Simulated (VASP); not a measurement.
# Rb (Im-3m) in VASP: notebook

The runs below take Rb through single point, with LDA.

All numbers are computed with VASP 6.6.1; they aren't measurements. Logs are shortened: lines on timing, memory, paths and dates and some standing lists are left out, and cuts for length are marked.

### 1 The cell of the first run

The structure is cubic, space group Im-3m (No. 229). The conventional cell has a = 4.480 Å, b = 4.480 Å, c = 4.480 Å, α = 90.00°, β = 90.00°, γ = 90.00°. Rb (site symmetry m-3m) has 14 Rb at 3.88 to 4.48 Å within 5.1 Å.

### 2 Single point, LDA (volume scaled by 0.58)

Contents of INCAR:

```
  PREC = Accurate
  ENCUT = 520
  EDIFF = 1E-6
  ISMEAR = -1
  SIGMA = 0.05
  LREAL = F
  LASPH = T
  NELM = 80
  ALGO = Normal
  ISIF = 2
  LWAVE = F
  LCHARG = F
  GGA = CA
  NBANDS = 10
```

Contents of KPOINTS:

```
regular mesh
0
Gamma
  11 11 11
```

Contents of POSCAR:

```
Rb
1.0
   -2.2399781434      2.2399781434      2.2399781434
    2.2399781434     -2.2399781434      2.2399781434
    2.2399781434      2.2399781434     -2.2399781434
Rb
1
Direct
    0.0000000000      0.0000000000      0.0000000000
```

Potentials or basis: VASP PAW LDA potentials, release 64 (Rb_sv).

On the command line:

```bash
$ cat potpaw_LDA.64/Rb_sv/POTCAR > POTCAR
$ mpirun -np 1 vasp_std > vasp.out
```

OUTCAR:

```text
PREC = Accurate
   ENCUT = 520
   EDIFF = 1E-6
   ISMEAR = -1
   LREAL = F
   LASPH = T
   NELM = 80
   ISIF = 2
   GGA = CA

 ion  position               nearest neighbor table
   1  0.000  0.000  0.000-

  LATTYP: Found a body centered cubic cell.
 ALAT       =     4.4799562868

  Lattice vectors:

 A1 = (  -2.2399781434,   2.2399781434,   2.2399781434)
 A2 = (   2.2399781434,  -2.2399781434,   2.2399781434)
 A3 = (   2.2399781434,   2.2399781434,  -2.2399781434)

Analysis of symmetry for initial positions (statically):
=====================================================================
 Subroutine PRICEL returns:
 Original cell was already a primitive cell.

 Routine SETGRP: Setting up the symmetry group for a
 body centered cubic supercell.

 Subroutine GETGRP returns: Found 48 space group operations
 (whereof 48 operations were pure point group operations)
 out of a pool of 48 trial point group operations.

The static configuration has the point symmetry O_h .

Analysis of symmetry for dynamics (positions and initial velocities):
=====================================================================
 Subroutine PRICEL returns:
 Original cell was already a primitive cell.

 Routine SETGRP: Setting up the symmetry group for a
 body centered cubic supercell.

 Subroutine GETGRP returns: Found 48 space group operations
 (whereof 48 operations were pure point group operations)
 out of a pool of 48 trial point group operations.

The dynamic configuration has the point symmetry O_h .

 Subroutine INISYM returns: Found 48 space group operations
 (whereof 48 operations are pure point group operations),
 and found     1 'primitive' translations

----------------------------------------------------------------------------------------

                                     Primitive cell

  volume of cell :      44.9564

  direct lattice vectors                    reciprocal lattice vectors
    -2.239978143  2.239978143  2.239978143     0.000000000  0.223216464  0.223216464
     2.239978143 -2.239978143  2.239978143     0.223216464  0.000000000  0.223216464
     2.239978143  2.239978143 -2.239978143     0.223216464  0.223216464  0.000000000

  length of vectors
     3.879755952  3.879755952  3.879755952     0.315675750  0.315675750  0.315675750

  position of ions in fractional coordinates (direct lattice)
     0.000000000  0.000000000  0.000000000

  ion indices of the primitive-cell ions
   primitive index   ion index
                 1           1

----------------------------------------------------------------------------------------

 KPOINTS: regular mesh

Automatic generation of k-mesh.
 Grid dimensions read from file:
 generate k-points for:   11   11   11

 Generating k-lattice:

  Cartesian coordinates                     Fractional coordinates (reciprocal lattice)
     0.000000000  0.020292406  0.020292406     0.090909091  0.000000000  0.000000000
     0.020292406  0.000000000  0.020292406     0.000000000  0.090909091  0.000000000
     0.020292406  0.020292406  0.000000000     0.000000000  0.000000000  0.090909091

  Length of vectors
     0.028697795  0.028697795  0.028697795

  Shift w.r.t. Gamma in fractional coordinates (k-lattice)
     0.000000000  0.000000000  0.000000000

 Subroutine IBZKPT returns following result:
 ===========================================

 Found     56 irreducible k-points:

 Following reciprocal coordinates:
            Coordinates               Weight
  0.000000  0.000000  0.000000      1.000000
  0.090909  0.000000  0.000000     12.000000
  0.181818  0.000000  0.000000     12.000000
  0.272727  0.000000  0.000000     12.000000
  0.363636  0.000000  0.000000     12.000000
  0.454545  0.000000  0.000000     12.000000
[... 16 lines left out ...]
  0.272727  0.181818  0.090909     48.000000
  0.363636  0.181818  0.090909     24.000000
 [... further k-points ...]
   k-points           NKPTS =     56   k-points in BZ     NKDIM =     56   number of bands    NBANDS=     10
   number of dos      NEDOS =    301   number of ions     NIONS =      1
   total plane-waves  NPLWV =  27000
   dimension x,y,z NGX =    30 NGY =   30 NGZ =   30
   dimension x,y,z NGXF=    60 NGYF=   60 NGZF=   60
   ions per type =               1
   NGX,Y,Z   is equivalent  to a cutoff of  12.85, 12.85, 12.85 a.u.
   NGXF,Y,Z  is equivalent  to a cutoff of  25.71, 25.71, 25.71 a.u.
 SYSTEM =  unknown system
   PREC   = accura    normal or accurate (medium, high low for compatibility)
   ISTART =      0    job   : 0-new  1-cont  2-samecut
   ICHARG =      2    charge: 1-file 2-atom 10-const
   ISPIN  =      1    spin polarized calculation?
   LNONCOLLINEAR =      F non collinear calculations
   LSORBIT =      F    spin-orbit coupling
   LASPH  =      T    aspherical Exc in radial PAW
   ENCUT  =  520.0 eV  38.22 Ry    6.18 a.u.   7.21  7.21  7.21*2*pi/ulx,y,z
   NELM   =     80;   NELMIN=  2; NELMDL= -5     # of ELM steps
   EDIFF  = 0.1E-05   stopping-criterion for ELM
   LREAL  =      F    real-space projection
   EDIFFG = 0.1E-04   stopping-criterion for IOM
   NSW    =      0    number of steps for IOM
   IBRION =     -1    ionic relax: 0-MD 1-quasi-New 2-CG
   NFREE  =      0    steps in history (QN), initial steepest desc. (CG)
   ISIF   =      2    stress and relaxation
   ISYM   =      2    0-nonsym 1-usesym 2-fastsym
   POTIM  = 0.5000    time-step for ionic-motion
   TEBEG  =    0.0;   TEEND  =   0.0 temperature during run
   PSTRESS=    0.0 pullay stress
   NELECT =       9.0000    total number of electrons
   NUPDOWN=      -1.0000    fix difference up-down
   EMIN   =  10.00;   EMAX   =-10.00  energy-range for DOS
   EFERMI =   0.00;   METHOD = LEGACY
   ISMEAR =    -1;   SIGMA  =   0.05  broadening in eV -4-tet -1-fermi 0-gaus
   EFERMI_NEDOS =   21; number of points for ismear=-14 and -15
   IALGO  =     38    algorithm
   IMIX   =      4    mixing-type and parameters
     AMIX     =   0.40;   BMIX     =  1.00
     AMIX_MAG =   1.60;   BMIX_MAG =  1.00
  volume/ion in A,a.u.               =      44.96       303.38
  Fermi-wavevector in a.u.,A,eV,Ry     =   0.957691  1.809773 12.478873  0.917171
  Thomas-Fermi vector in A             =   2.086731
   LORBIT       =      0    0 simple, 1 ext, 2 COOP (PROOUT), +10 PAW based schemes
   GGA     = CA    functional components
   LHFCALC =     F    Hartree Fock is set to
   AEXX    =    0.0000 exact exchange contribution
   IVDW    =     0    specifies the selected vdW correction
   LEPSILON=     F    determine dielectric tensor
   LRPA    =     F    only Hartree local field effects (RPA)
 non-spin polarized calculation
  energy-cutoff  :      520.00
  volume of cell :       44.96
 maximum number of plane-waves:      1240
 NGX is ok and might be reduce to    30
   NGX = 15   NGY = 15   NGZ = 15

 number of electron       9.0000000 magnetization

 Free energy of the ion-electron system (eV)
  ---------------------------------------------------
  ext. energy  EPLUGINS =         0.00000000
  ---------------------------------------------------
  free energy    TOTEN  =        -0.72154204 eV

  energy without entropy =       -0.71470457  energy(sigma->0) =       -0.71812330

 E-fermi :   2.0033     XC(G=0):  -7.8133

 val. band max:        1.9316840091   @ k =  -0.3636   0.3636   0.1818
 cond. band min:       2.0438022191   @ k =  -0.3636   0.4545   0.0909
 fundamental gap:      0.1121182100
 Fermi energy:         2.0032614344

 k-point     1 :       0.0000    0.0000    0.0000
  band No.  band energies     occupation
      1     -26.7780      2.00000
      2     -10.5608      2.00000
      3     -10.5608      2.00000
      4     -10.5608      2.00000
      5      -0.9271      2.00000
      6       6.0873      0.00000
      7       6.0873      0.00000
      8       6.0873      0.00000
      9       7.7838      0.00000
     10       7.7838      0.00000

 k-point     2 :       0.0909    0.0000    0.0000
  band No.  band energies     occupation
      1     -26.7705      2.00000
      2     -10.6383      2.00000
      3     -10.5817      2.00000
      4     -10.5618      2.00000
      5      -0.7197      2.00000
      6       5.8677      0.00000
      7       5.9068      0.00000
      8       6.2923      0.00000
      9       7.4412      0.00000
     10       7.7308      0.00000

 k-point     3 :       0.1818    0.0000    0.0000
  band No.  band energies     occupation
      1     -26.7504      2.00000
      2     -10.8370      2.00000
      3     -10.6371      2.00000
      4     -10.5647      2.00000
      5      -0.1524      2.00000
      6       5.2406      0.00000
      7       5.3893      0.00000
      8       6.8958      0.00000
      9       7.3463      0.00000
     10       7.6766      0.00000

 k-point     4 :       0.2727    0.0000    0.0000
  band No.  band energies     occupation
      1     -26.7238      2.00000
      2     -11.0795      2.00000
      3     -10.7081      2.00000
      4     -10.5686      2.00000
      5       0.6191      2.00000
      6       4.4991      0.00000
      7       4.9035      0.00000
      8       7.6236      0.00000
      9       7.7740      0.00000
     10       7.8652      0.00000
[... 222 lines left out ...]
 k-point    22 :       0.1818    0.1818    0.0909
  band No.  band energies     occupation
      1     -26.6973      2.00000
      2     -11.2295      2.00000
      3     -10.7788      2.00000
      4     -10.6779      2.00000
      5       1.7352      1.99064
      6       3.9346      0.00000
      7       4.1520      0.00000
      8       8.0579      0.00000
      9       8.5440      0.00000
     10       9.1863      0.00000

 k-point    23 :       0.2727    0.1818    0.0909
  band No.  band energies     occupation
      1     -26.6829      2.00000
      2     -11.2687      2.00000
      3     -10.8911      2.00000
      4     -10.7005      2.00000
      5       2.4405      0.00032
      6       3.7341      0.00000
      7       3.9767      0.00000
      8       8.2347      0.00000
      9       8.7143      0.00000
     10       9.3711      0.00000

 k-point    24 :       0.3636    0.1818    0.0909
  band No.  band energies     occupation
      1     -26.6775      2.00000
      2     -11.2717      2.00000
      3     -10.9461      2.00000
      4     -10.7073      2.00000
      5       2.6907      0.00000
      6       3.8091      0.00000
      7       3.8722      0.00000
      8       8.1024      0.00000
      9       8.9024      0.00000
     10       9.2667      0.00000

 [... further k-points ...]
[... 5 lines left out ...]
  --------------------------------------------------------------------------------------
  -------------------------------------------------------------------------------------
  Total        1.4297560      1.4297560      1.4297560      0.0000000      0.0000000      0.0000000
  in kB       50.9543394     50.9543394     50.9543394      0.0000000      0.0000000      0.0000000
  external PRESSURE =      50.9543394 kB  Pullay stress =       0.0000000 kB

 VOLUME and BASIS-vectors are now :
 -----------------------------------------------------------------------------
  energy-cutoff  :      520.00
  volume of cell :       44.96
      direct lattice vectors                 reciprocal lattice vectors
    -2.239978143  2.239978143  2.239978143     0.000000000  0.223216464  0.223216464
     2.239978143 -2.239978143  2.239978143     0.223216464  0.000000000  0.223216464
     2.239978143  2.239978143 -2.239978143     0.223216464  0.223216464  0.000000000

 POSITION                                       TOTAL-FORCE (eV/Angst)
 -----------------------------------------------------------------------------------
      0.00000      0.00000      0.00000         0.000000      0.000000      0.000000
 -----------------------------------------------------------------------------------
    total drift:                               -0.000000     -0.000000      0.000000

  FREE ENERGIE OF THE ION-ELECTRON SYSTEM (eV)
  ---------------------------------------------------
  free  energy   TOTEN  =        -0.7215420373 eV

  energy  without entropy=       -0.7147045698  energy(sigma->0) =       -0.71812330
```

Run time: 8.3 s. Hardware: 1 thread of Intel Xeon 6975P-C (Granite Rapids), shared host; peak memory 0.15 GiB.

What came out:

* Free energy: -0.7215 eV
* Pressure: 5.1 GPa

### 3 Single point, LDA (volume scaled by 0.68)

Contents of INCAR:

```
SYSTEM = Rb
  PREC = Accurate
  ENCUT = 520
  EDIFF = 1E-6
  ISMEAR = -1
  SIGMA = 0.05
  LREAL = .FALSE.
  LASPH = .TRUE.
  NELM = 60
  ALGO = Normal
  ISIF = 2
  LWAVE = .FALSE.
  LCHARG = .FALSE.
  NBANDS = 10
```

Contents of KPOINTS:

```
Automatic mesh
0
G
  11 11 11
  0 0 0
```

Contents of POSCAR:

```
Rb
1.0
   -2.3619502934      2.3619502934      2.3619502934
    2.3619502934     -2.3619502934      2.3619502934
    2.3619502934      2.3619502934     -2.3619502934
Rb
1
Direct
    0.0000000000      0.0000000000      0.0000000000
```

Potentials or basis: VASP PAW LDA potentials, release 64 (Rb_sv).

On the command line:

```bash
$ cat potpaw_LDA.64/Rb_sv/POTCAR > POTCAR
$ mpirun -np 1 vasp_std > vasp.out
```

OUTCAR:

```text
SYSTEM = Rb
   PREC = Accurate
   ENCUT = 520
   EDIFF = 1E-6
   ISMEAR = -1
   LREAL = .FALSE.
   LASPH = .TRUE.
   NELM = 60
   ISIF = 2

 ion  position               nearest neighbor table
   1  0.000  0.000  0.000-

  LATTYP: Found a body centered cubic cell.
 ALAT       =     4.7239005868

  Lattice vectors:

 A1 = (  -2.3619502934,   2.3619502934,   2.3619502934)
 A2 = (   2.3619502934,  -2.3619502934,   2.3619502934)
 A3 = (   2.3619502934,   2.3619502934,  -2.3619502934)
[... 488 lines left out ...]
      9       7.8156      0.00000
     10       7.8540      0.00000

 [... further k-points ...]

------------------------ aborting loop because EDIFF is reached ----------------------------------------

  FORCE on cell =-STRESS in cart. coord.  units (eV):
  Direction    XX          YY          ZZ          XY          YZ          ZX
  --------------------------------------------------------------------------------------
  -------------------------------------------------------------------------------------
  Total        0.9063714      0.9063714      0.9063714      0.0000000      0.0000000      0.0000000
  in kB       27.5514529     27.5514529     27.5514529      0.0000000      0.0000000      0.0000000
  external PRESSURE =      27.5514529 kB  Pullay stress =       0.0000000 kB

 VOLUME and BASIS-vectors are now :
 -----------------------------------------------------------------------------
  energy-cutoff  :      520.00
  volume of cell :       52.71
      direct lattice vectors                 reciprocal lattice vectors
    -2.361950293  2.361950293  2.361950293     0.000000000  0.211689468  0.211689468
     2.361950293 -2.361950293  2.361950293     0.211689468  0.000000000  0.211689468
     2.361950293  2.361950293 -2.361950293     0.211689468  0.211689468  0.000000000

 POSITION                                       TOTAL-FORCE (eV/Angst)
 -----------------------------------------------------------------------------------
      0.00000      0.00000      0.00000         0.000000      0.000000     -0.000000
 -----------------------------------------------------------------------------------
    total drift:                               -0.000000     -0.000000      0.000000

  FREE ENERGIE OF THE ION-ELECTRON SYSTEM (eV)
  ---------------------------------------------------
  free  energy   TOTEN  =        -0.9060663758 eV

  energy  without entropy=       -0.8988748434  energy(sigma->0) =       -0.90247061
```

stdout:

```text
POSCAR found type information on POSCAR Rb
 POSCAR found :  1 types and       1 ions
 scaLAPACK will be used
 LDA part: xc-table for (Slater(with rela. corr.)+CA(PZ))
 , standard interpolation
 POSCAR, INCAR and KPOINTS ok, starting setup
 FFT: planning ... GRIDC
 FFT: planning ... GRID_SOFT
 FFT: planning ... GRID
 WAVECAR not read
 entering main loop
```

Run time: 8.1 s. Hardware: 1 thread of Intel Xeon 6975P-C (Granite Rapids), shared host; peak memory 0.16 GiB.

What came out:

* Free energy: -0.9061 eV
* Pressure: 2.8 GPa

### 4 Single point, LDA (volume scaled by 0.68)

Contents of INCAR:

```
SYSTEM = Rb
PREC = Accurate ; ENCUT = 520
EDIFF = 1E-6 ; ISMEAR = -1
SIGMA = 0.05 ; LREAL = .FALSE.
LASPH = .TRUE. ; NELM = 60
ALGO = Normal ; ISIF = 2
LWAVE = .FALSE. ; LCHARG = .TRUE.
GGA = CA ; LELF = .TRUE.
LVHAR = .TRUE. ; NBANDS = 10
```

KPOINTS is that of step 3.

POSCAR is that of step 3.

On the command line:

```bash
$ cat potpaw_LDA.64/Rb_sv/POTCAR > POTCAR
$ mpirun -np 1 vasp_std > vasp.out
```

Wall time 9.1 s (1 thread of Intel Xeon 6975P-C (Granite Rapids), shared host); peak memory 0.15 GiB.

It converged, with:

| Item | Value |
| --- | --- |
| Free energy | -0.9061 eV |
| Pressure | 2.8 GPa |

Levels at points of the mesh, in eV from the Fermi level:
| k point | band 1 | band 2 | band 3 | band 4 | band 5 | band 6 | band 7 | band 8 |
| --- | --- | --- | --- | --- | --- | --- | --- | --- |
| (0.00, 0.00, 0.00) | -28.70 | -12.63 | -12.63 | -12.63 | -2.76 | 3.99 | 3.99 | 3.99 |

(Continued in part 2 of 2.)
